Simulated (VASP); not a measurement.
# Al (P6_522) in VASP: a series of runs

Al is run at these levels: PBE; tasks: single point, relaxation of cell and atoms.

All numbers are computed with VASP 6.6.1; they aren't measurements. Logs are shortened: lines on timing, memory, paths and dates and some standing lists are left out, and cuts for length are marked.

### 1 The cell of the first run

It takes space group P6_522 (No. 179, hexagonal). Conventional cell: a = 6.673 Å, b = 6.673 Å, c = 6.045 Å, α = 90.00°, β = 90.00°, γ = 120.00°. Within 3.1 Å of Al (site symmetry 1) lie 4 Al at 2.37 to 2.47 Å.

### 2 Single point, PBE

INCAR

```
  PREC = Accurate
  ENCUT = 520
  EDIFF = 1E-6
  ISMEAR = 0
  SIGMA = 0.1
  LREAL = F
  LASPH = T
  NELM = 100
  ALGO = Fast
  ISIF = 2
  LWAVE = F
  LCHARG = F
  GGA = PE
  NBANDS = 30
```

KPOINTS

```
regular mesh
0
Gamma
  3 3 4
```

POSCAR

```
Al
1.0
    6.6731696200      0.0000000000      0.0000000000
   -3.3365848100      5.7791344100      0.0000000000
    0.0000000000      0.0000000000      6.0447657900
Al
12
Direct
    0.3667297700      0.2968874200      0.6494079900
    0.7031125800      0.0698423500      0.3160746600
    0.9301576500      0.6332702300      0.9827413300
    0.6332702300      0.7031125800      0.1494079900
    0.2968874200      0.9301576500      0.8160746600
    0.0698423500      0.3667297700      0.4827413300
    0.0698423500      0.7031125800      0.3505920100
    0.2968874200      0.3667297700      0.0172586700
    0.6332702300      0.9301576500      0.6839253400
    0.9301576500      0.2968874200      0.8505920100
    0.7031125800      0.6332702300      0.5172586700
    0.3667297700      0.0698423500      0.1839253400
```

Potentials or basis: VASP PAW PBE potentials, release 64 (Al).

Launch:

```console
$ cat potpaw_PBE.64/Al/POTCAR > POTCAR
$ mpirun -np 1 vasp_std > vasp.out
```

OUTCAR:

```text
PREC = Accurate
   ENCUT = 520
   EDIFF = 1E-6
   ISMEAR = 0
   LREAL = F
   LASPH = T
   NELM = 100
   ISIF = 2
   GGA = PE

 ion  position               nearest neighbor table
   1  0.367  0.297  0.649-   8 2.37  11 2.38   6 2.47   5 2.47  10 3.16  12 3.20
   2  0.703  0.070  0.316-   9 2.37  12 2.38   4 2.47   6 2.47  11 3.16  10 3.20
   3  0.930  0.633  0.983-   7 2.37  10 2.38   4 2.47   5 2.47  12 3.16  11 3.20
   4  0.633  0.703  0.149-  11 2.37   8 2.38   3 2.47   2 2.47   7 3.16   9 3.20
   5  0.297  0.930  0.816-  12 2.37   9 2.38   1 2.47   3 2.47   8 3.16   7 3.20
   6  0.070  0.367  0.483-  10 2.37   7 2.38   1 2.47   2 2.47   9 3.16   8 3.20
   7  0.070  0.703  0.351-   3 2.37   6 2.38  11 2.47  12 2.47   4 3.16   5 3.20
   8  0.297  0.367  0.017-   1 2.37   4 2.38  10 2.47  12 2.47   5 3.16   6 3.20
   9  0.633  0.930  0.684-   2 2.37   5 2.38  10 2.47  11 2.47   6 3.16   4 3.20
  10  0.930  0.297  0.851-   6 2.37   3 2.38   8 2.47   9 2.47   1 3.16   2 3.20
  11  0.703  0.633  0.517-   4 2.37   1 2.38   7 2.47   9 2.47   2 3.16   3 3.20
  12  0.367  0.070  0.184-   5 2.37   2 2.38   7 2.47   8 2.47   3 3.16   1 3.20

  LATTYP: Found a hexagonal cell.
 ALAT       =     6.6731696200
 C/A-ratio  =     0.9058312817

  Lattice vectors:

 A1 = (   6.6731696200,   0.0000000000,   0.0000000000)
 A2 = (  -3.3365848100,   5.7791344100,   0.0000000000)
 A3 = (   0.0000000000,   0.0000000000,   6.0447657900)

Analysis of symmetry for initial positions (statically):
=====================================================================
 Subroutine PRICEL returns:
 Original cell was already a primitive cell.

 Routine SETGRP: Setting up the symmetry group for a
 hexagonal supercell.

 Subroutine GETGRP returns: Found 12 space group operations
 (whereof  2 operations were pure point group operations)
 out of a pool of 24 trial point group operations.

The static configuration has the point symmetry C_2 .
 The point group associated with its full space group is D_6 .

Analysis of symmetry for dynamics (positions and initial velocities):
=====================================================================
 Subroutine PRICEL returns:
 Original cell was already a primitive cell.

 Routine SETGRP: Setting up the symmetry group for a
 hexagonal supercell.

 Subroutine GETGRP returns: Found 12 space group operations
 (whereof  2 operations were pure point group operations)
 out of a pool of 24 trial point group operations.
[... 117 lines left out ...]
   NELECT =      36.0000    total number of electrons
   NUPDOWN=      -1.0000    fix difference up-down
   EMIN   =  10.00;   EMAX   =-10.00  energy-range for DOS
   EFERMI =   0.00;   METHOD = LEGACY
   ISMEAR =     0;   SIGMA  =   0.10  broadening in eV -4-tet -1-fermi 0-gaus
   EFERMI_NEDOS =   21; number of points for ismear=-14 and -15
   IALGO  =     68    algorithm
   IMIX   =      4    mixing-type and parameters
     AMIX     =   0.40;   BMIX     =  1.00
     AMIX_MAG =   1.60;   BMIX_MAG =  1.00
  volume/ion in A,a.u.               =      19.43       131.10
  Fermi-wavevector in a.u.,A,eV,Ry     =   0.878316  1.659777 10.496068  0.771439
  Thomas-Fermi vector in A             =   1.998386
   LORBIT       =      0    0 simple, 1 ext, 2 COOP (PROOUT), +10 PAW based schemes
   GGA     = PE    functional components
   LHFCALC =     F    Hartree Fock is set to
   AEXX    =    0.0000 exact exchange contribution
   IVDW    =     0    specifies the selected vdW correction
   LEPSILON=     F    determine dielectric tensor
   LRPA    =     F    only Hartree local field effects (RPA)
 non-spin polarized calculation
 RMM-DIIS sequential band-by-band and
 Gauss-broadening in eV      SIGMA  =   0.10
  energy-cutoff  :      520.00
  volume of cell :      233.12
 maximum number of plane-waves:      6334
 NGX is ok and might be reduce to    50
   NGX = 25   NGY = 25   NGZ = 23

 number of electron      36.0000000 magnetization

 Free energy of the ion-electron system (eV)
  ---------------------------------------------------
  ext. energy  EPLUGINS =         0.00000000
  ---------------------------------------------------
  free energy    TOTEN  =       -34.87467796 eV

  energy without entropy =      -34.85301439  energy(sigma->0) =      -34.86384617

 E-fermi :   5.8128     XC(G=0):  -9.4157

 val. band max:        5.8052448554   @ k =   0.0000   0.0000   0.2500
 cond. band min:       5.8839379217   @ k =   0.0000   0.0000   0.0000
 fundamental gap:      0.0786930663
 Fermi energy:         5.8127544613

 k-point     1 :       0.0000    0.0000    0.0000
  band No.  band energies     occupation
      1      -4.0678      2.00000
      2      -0.9401      2.00000
      3      -0.9401      2.00000
      4      -0.3804      2.00000
      5      -0.3804      2.00000
      6       0.4446      2.00000
[... 286 lines left out ...]
     29       8.6233      0.00000
     30       8.6233      0.00000

------------------------ aborting loop because EDIFF is reached ----------------------------------------

  FORCE on cell =-STRESS in cart. coord.  units (eV):
  Direction    XX          YY          ZZ          XY          YZ          ZX
  --------------------------------------------------------------------------------------
  -------------------------------------------------------------------------------------
  Total       19.5834671     19.5834671     32.8427124      0.0000000      0.0000000     -0.0000000
  in kB      134.5940087    134.5940085    225.7226610      0.0000000      0.0000000     -0.0000000
  external PRESSURE =     164.9702261 kB  Pullay stress =       0.0000000 kB

 VOLUME and BASIS-vectors are now :
 -----------------------------------------------------------------------------
  energy-cutoff  :      520.00
  volume of cell :      233.12
      direct lattice vectors                 reciprocal lattice vectors
     6.673169620  0.000000000  0.000000000     0.149853826  0.086518147  0.000000000
    -3.336584810  5.779134410  0.000000000     0.000000000  0.173036294  0.000000000
     0.000000000  0.000000000  6.044765790     0.000000000  0.000000000  0.165432381

 POSITION                                       TOTAL-FORCE (eV/Angst)
 -----------------------------------------------------------------------------------
      1.45666      1.71575      3.92552         0.317151     -0.975761     -1.608269
      4.45895      0.40363      1.91060         0.686459      0.762541     -1.608269
      4.09414      3.65975      5.94044        -1.003609      0.213220     -1.608269
      1.87992      4.06338      0.90314        -0.317151      0.975761     -1.608269
     -1.12237      5.37551      4.93298        -0.686459     -0.762541     -1.608269
     -0.75756      2.11938      2.91806         1.003609     -0.213220     -1.608269
     -1.87992      4.06338      2.11925         0.317151      0.975761      1.608269
      0.75756      2.11938      0.10432        -1.003609     -0.213220      1.608269
      1.12237      5.37551      4.13417         0.686459     -0.762541      1.608269
      5.21651      1.71575      5.14163        -0.317151     -0.975761      1.608269
      2.57903      3.65975      3.12671         1.003609      0.213220      1.608269
      2.21422      0.40363      1.11179        -0.686459      0.762541      1.608269
 -----------------------------------------------------------------------------------
    total drift:                                0.000000     -0.000000      0.000002

  FREE ENERGIE OF THE ION-ELECTRON SYSTEM (eV)
  ---------------------------------------------------
  free  energy   TOTEN  =       -34.8746779580 eV

  energy  without entropy=      -34.8530143878  energy(sigma->0) =      -34.86384617
```

OSZICAR:

```text
N       E                     dE             d eps       ncg     rms          rms(c)
DAV:   1     0.521729862825E+02    0.52173E+02   -0.12508E+04   540   0.954E+02
DAV:   2    -0.316910807707E+02   -0.83864E+02   -0.79796E+02   672   0.125E+02
DAV:   3    -0.354646130551E+02   -0.37735E+01   -0.36763E+01   692   0.234E+01
DAV:   4    -0.355295476395E+02   -0.64935E-01   -0.64421E-01   658   0.366E+00
DAV:   5    -0.355310689009E+02   -0.15213E-02   -0.15211E-02   638   0.587E-01    0.555E+00
RMM:   6    -0.350087528779E+02    0.52232E+00   -0.48932E-01   547   0.178E+00    0.327E+00
RMM:   7    -0.348792025564E+02    0.12955E+00   -0.52138E-01   576   0.193E+00    0.671E-01
RMM:   8    -0.348740262378E+02    0.51763E-02   -0.59443E-02   567   0.101E+00    0.145E-01
RMM:   9    -0.348746576092E+02   -0.63137E-03   -0.12394E-02   639   0.458E-01    0.139E-01
RMM:  10    -0.348746427810E+02    0.14828E-04   -0.24497E-03   607   0.243E-01    0.282E-02
RMM:  11    -0.348746666907E+02   -0.23910E-04   -0.58931E-04   619   0.127E-01    0.453E-02
RMM:  12    -0.348746753131E+02   -0.86224E-05   -0.11212E-04   644   0.508E-02    0.109E-02
RMM:  13    -0.348746773228E+02   -0.20097E-05   -0.32565E-05   681   0.264E-02    0.308E-02
RMM:  14    -0.348746779580E+02   -0.63522E-06   -0.63496E-06   546   0.114E-02
   1 F= -.34874678E+02 E0= -.34863846E+02  d E =-.216636E-01
```

stdout:

```text
POSCAR found type information on POSCAR Al
 POSCAR found :  1 types and      12 ions
 scaLAPACK will be used
 LDA part: xc-table for (Slater+PW92), standard interpolation
 POSCAR, INCAR and KPOINTS ok, starting setup
 FFT: planning ... GRIDC
 FFT: planning ... GRID_SOFT
 FFT: planning ... GRID
 WAVECAR not read
 entering main loop
```

Run time: 42 s. Hardware: 1 thread of Intel Xeon 6975P-C (Granite Rapids), shared host; peak memory 0.31 GiB.

Results:

```yaml
Free_energy: -34.8747 eV
Pressure: 16.5 GPa
Largest_force: 1.908 eV/Å
Band_gap_on_the_k_mesh: zero (band 18 reaches 6.67 eV, above the bottom of band 19 at 5.23 eV)
```

Forces in eV/Å, atoms in the order of the input:
```
Al   0.317 -0.976 -1.608
Al   0.686  0.763 -1.608
Al  -1.004  0.213 -1.608
Al  -0.317  0.976 -1.608
Al  -0.686 -0.763 -1.608
Al   1.004 -0.213 -1.608
Al   0.317  0.976  1.608
Al  -1.004 -0.213  1.608
Al   0.686 -0.763  1.608
Al  -0.317 -0.976  1.608
Al   1.004  0.213  1.608
Al  -0.686  0.763  1.608
```

Stress tensor (GPa, compression positive):
```
13.46  0.00  0.00
 0.00 13.46  0.00
 0.00  0.00 22.57
```

Levels at points of the mesh, in eV from the Fermi level:
| k point | band 16 | band 17 | band 18 | band 19 | band 20 | band 21 |
| --- | --- | --- | --- | --- | --- | --- |
| (0.00, 0.00, 0.00) | -1.99 | -1.78 | -0.58 | -0.58 | 0.07 | 0.07 |
| (0.00, 0.00, 0.50) | -0.85 | 0.86 | 0.86 | 1.54 | 1.54 | 1.90 |

Caveat: the k points lie up to 0.36 Å⁻¹ apart; forces of over 1 eV/Å act on the atoms, so gaps and moduli don't describe the material at rest.

### 3 Relaxation of cell and atoms, PBE

INCAR

```
SYSTEM = Al
  PREC = Accurate
  ENCUT = 600
  EDIFF = 1E-7
  ISMEAR = 0
  SIGMA = 0.1
  LREAL = .False.
  LASPH = .True.
  NELM = 100
  ALGO = Normal
  ISIF = 3
  LWAVE = .False.
  LCHARG = .False.
  GGA = PE
  IBRION = 2
  NSW = 90
  EDIFFG = -0.04
```

KPOINTS

```
Automatic mesh
0
Gamma
  3 3 4
  0 0 0
```

POSCAR is that of step 2.

Potentials or basis: VASP PAW PBE potentials, release 64 (Al).

Launch:

```console
$ cat potpaw_PBE.64/Al/POTCAR > POTCAR
$ mpirun -np 1 vasp_std > vasp.out
```

It took 24 min on 1 thread of Intel Xeon 6975P-C (Granite Rapids), shared host; peak memory 0.38 GiB.

The run converged. Its results:

* Free energy: -41.3518 eV
* Relaxed volume: 22.57 Å³/atom
* Relaxed cell: a = 7.533 Å, b = 7.533 Å, c = 5.511 Å, α = 90.00°, β = 90.00°, γ = 120.00°
* Space group after relaxing (to 0.05 Å): P6_522 (No. 179)
* Energy gained by relaxing: 539.7 meV/atom
* Ionic steps: 58
* Pressure after relaxing: 0.2 GPa
* Largest force after relaxing: 0.024 eV/Å
* Band gap on the k mesh: zero (band 18 reaches 5.13 eV, above the bottom of band 19 at 4.07 eV)

Forces in eV/Å, atoms in the order of the input:
```
Al  -0.023  0.004 -0.006
Al   0.008 -0.022 -0.006
Al   0.015  0.018 -0.006
Al   0.023 -0.004 -0.006
Al  -0.008  0.022 -0.006
Al  -0.015 -0.018 -0.006
Al  -0.023 -0.004  0.006
Al   0.015 -0.018  0.006
Al   0.008  0.022  0.006
Al   0.023  0.004  0.006
Al  -0.015  0.018  0.006
Al  -0.008 -0.022  0.006
```

Stress tensor (GPa, compression positive):
```
0.27 0.00 0.00
0.00 0.27 0.00
0.00 0.00 0.02
```

Step by step:
| step | energy change (eV) | largest force (eV/Å) | pressure (GPa) | volume (Å³) |
| --- | --- | --- | --- | --- |
| 1 | 0.0000 | 1.9075 | 16.50 | 233.12 |
| 3 | -3.2983 | 0.3986 | -0.51 | 290.47 |
| 5 | -3.3829 | 0.2668 | -0.40 | 288.84 |
| 7 | -3.4811 | 0.1788 | 0.07 | 284.47 |
| 9 | -3.5901 | 0.0904 | -0.36 | 285.31 |
| 11 | -4.0930 | 0.7373 | 2.64 | 265.48 |
| 13 | -4.1141 | 0.5243 | 1.98 | 268.31 |
| 15 | -4.1282 | 0.5968 | 2.15 | 267.48 |
| 17 | -4.1638 | 0.6879 | 2.20 | 267.17 |
| 19 | -4.3183 | 0.5996 | 1.32 | 270.65 |
| 21 | -4.6066 | 0.3246 | -1.51 | 284.59 |
| 23 | -4.6850 | 0.2781 | -1.48 | 284.30 |
| 25 | -4.6917 | 0.9181 | 3.05 | 262.07 |
| 27 | -4.8442 | 0.4202 | 0.58 | 272.44 |
| 29 | -5.1451 | 0.3947 | 1.41 | 269.64 |
| 31 | -5.1382 | 0.4433 | 1.76 | 268.92 |
| 33 | -5.2782 | 0.2136 | 0.12 | 279.11 |
| 35 | -5.3990 | 0.2443 | -0.93 | 282.76 |
| 37 | -5.2192 | 0.3394 | -2.74 | 295.57 |
| 39 | -5.5213 | 0.3849 | -2.13 | 288.38 |
| 41 | -5.6638 | 0.3748 | -1.01 | 281.32 |
| 43 | -5.9761 | 0.3617 | 0.43 | 271.75 |
| 45 | -6.0794 | 0.4055 | 2.00 | 263.92 |
| 47 | -6.2666 | 0.2022 | 0.15 | 272.32 |
| 49 | -6.3652 | 0.1373 | -0.94 | 277.29 |
| 51 | -6.4051 | 0.1456 | 0.39 | 270.13 |
| 53 | -6.4392 | 0.0753 | 0.74 | 268.41 |
| 55 | -6.4628 | 0.0733 | -0.34 | 273.66 |
| 57 | -6.4713 | 0.0369 | -0.18 | 272.63 |
| 58 | -6.4759 | 0.0241 | 0.18 | 270.80 |

Final structure:
```yaml
crystal:
  lattice:
    - [7.53264, 0.00000, 0.00000]
    - [-3.76632, 6.52346, 0.00000]
    - [0.00000, 0.00000, 5.51100]
  atoms:
    - { symbol: Al, position: [0.32787, 0.32395, 0.58313] }
    - { symbol: Al, position: [0.67605, 0.00392, 0.24980] }
    - { symbol: Al, position: [0.99608, 0.67213, 0.91647] }
    - { symbol: Al, position: [0.67213, 0.67605, 0.08313] }
    - { symbol: Al, position: [0.32395, 0.99608, 0.74980] }
    - { symbol: Al, position: [0.00392, 0.32787, 0.41647] }
    - { symbol: Al, position: [0.00392, 0.67605, 0.41687] }
    - { symbol: Al, position: [0.32395, 0.32787, 0.08353] }
    - { symbol: Al, position: [0.67213, 0.99608, 0.75020] }
    - { symbol: Al, position: [0.99608, 0.32395, 0.91687] }
    - { symbol: Al, position: [0.67605, 0.67213, 0.58353] }
    - { symbol: Al, position: [0.32787, 0.00392, 0.25020] }
```

Levels at points of the mesh, in eV from the Fermi level:
| k point | band 16 | band 17 | band 18 | band 19 | band 20 | band 21 |
| --- | --- | --- | --- | --- | --- | --- |
| (0.00, 0.00, 0.00) | -1.54 | -1.38 | -0.41 | -0.41 | 0.39 | 1.07 |
| (0.00, 0.00, 0.50) | 0.58 | 0.66 | 0.66 | 1.28 | 1.28 | 1.40 |

Caveat: the k points lie up to 0.32 Å⁻¹ apart in the final cell; the volume moved by over 15 % at a fixed basis, so the end points are rough.
